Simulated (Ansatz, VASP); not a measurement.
## Al8N: VASP beside Ansatz

File INCAR:

```
SYSTEM = Al8N
PREC = Accurate
ENCUT = 520
EDIFF = 1E-6
ISMEAR = 0
SIGMA = 0.1
LREAL = .False.
LASPH = .True.
NELM = 60
ALGO = Normal
ISIF = 2
LWAVE = .False.
LCHARG = .True.
LDIPOL = .True.
IDIPOL = 3
DIPOL = 0.5 0.5 0.402
GGA = PE
LELF = .True.
LVHAR = .True.
LVACPOTAV = .True.
NBANDS = 24
```

File KPOINTS:

```
Automatic mesh
0
Gamma
  9 9 1
  0 0 0
```

Contents of POSCAR:

```
Al8N
1.0
    2.8543223330      0.0000000000      0.0000000000
   -1.4271611665      2.4719156510      0.0000000000
    0.0000000000      0.0000000000     33.4760593533
Al N
8 1
Direct
    0.3333333333      0.6666666667      0.1194883770
    0.0000000000      0.0000000000      0.1895622803
    0.6666666667      0.3333333333      0.2596361837
    0.0000000000      0.0000000000      0.3297100869
    0.3333333333      0.6666666667      0.3992195594
    0.0000000000      0.0000000000      0.4696536480
    0.6666666667      0.3333333333      0.5400996810
    0.0000000000      0.0000000000      0.6116627748
    0.4444444444     -0.4444444444      0.7003828947
```

Input for Ansatz:

```yaml
crystal:
  lattice:
    - [2.854322333, 0.0, 0.0]
    - [-1.4271611665, 2.471915651, 0.0]
    - [0.0, 0.0, 33.4760593533]
  atoms:
    - { symbol: Al, position: [0.3333333333, 0.6666666667, 0.119488377] }
    - { symbol: Al, position: [0.0, 0.0, 0.1895622803] }
    - { symbol: Al, position: [0.6666666667, 0.3333333333, 0.2596361837] }
    - { symbol: Al, position: [0.0, 0.0, 0.3297100869] }
    - { symbol: Al, position: [0.3333333333, 0.6666666667, 0.3992195594] }
    - { symbol: Al, position: [0.0, 0.0, 0.469653648] }
    - { symbol: Al, position: [0.6666666667, 0.3333333333, 0.540099681] }
    - { symbol: Al, position: [0.0, 0.0, 0.6116627748] }
    - { symbol: "N", position: [0.4444444444, -0.4444444444, 0.7003828947] }
basis:
  ecutwfc: 420
kpoints:
  mp_grid: { grid: [9, 9, 1] }
hamiltonian:
  xc: pbe
scf:
  occupations: { method: gaussian, width: 0.1 }
output:
  forces: true
  eigenvalues: true
efield:
  axis: 3
  dipole_correction: true
  ramp_width: 0.04
```

Alike in both runs: task single point; functional PBE; k mesh 9 × 9 × 1; occupations gaussian, width 0.1 eV; no spin polarisation.

```csv
,VASP,Ansatz
version,VASP 6.6.1,Ansatz 0.2.0
potentials or method,"VASP PAW PBE potentials, release 64 (Al, N), cutoff 520 eV","scalar-relativistic, plane waves, PAW"
valence electrons in the cell,29,29
```

```tsv
	VASP	Ansatz	Ansatz less VASP
gap on the k mesh at the Fermi level (eV)	none	none	-
rms of the force components (eV/Å)	0.295	0.295	+0.0004
work function, face that differs most (eV)	4.08	4.08	+0.001
```

Atom by atom the forces differ by 0.000 eV/Å (rms over components). A gap of «none» marks a metal or a gap that the smearing closes.
